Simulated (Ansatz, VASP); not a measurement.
One calculation of MgS, two programs

```
Mg S
1.0
     0.00000    2.82475    2.82475
     2.82475    0.00000    2.82475
     2.82475    2.82475    0.00000
Mg S
1 1
Cartesian
  0.0000 0.0000 0.0000
  4.2371 4.2371 4.2371
```

Alike in both runs: functional PBEsol; k mesh 8 × 8 × 8; occupations gaussian, width 0.02 eV; no spin polarisation.

Ansatz relaxed the structure, and its values are those at the end. VASP's run is a single point on that final structure, the one shown.

|  | VASP | Ansatz |
| --- | --- | --- |
| version | VASP 6.6.1 | Ansatz 0.2.0 |
| potentials or method | VASP PAW PBE potentials, release 64 (Mg, S), cutoff 520 eV | scalar-relativistic, plane waves, PAW |
| valence electrons in the cell | 8 | 16 |

```csv
,VASP,Ansatz,Ansatz less VASP
gap on the k mesh at the Fermi level (eV),3.33,3.33,-0.003
least direct gap on the mesh (eV),3.33,3.33,-0.003
pressure (GPa),0.0,0.1,+0.09
```

VASP's potentials were made for PBE, not for PBEsol. VASP's potentials hold 8 valence electrons a cell and Ansatz's 16, so a difference there can come from the potentials and not from the codes.
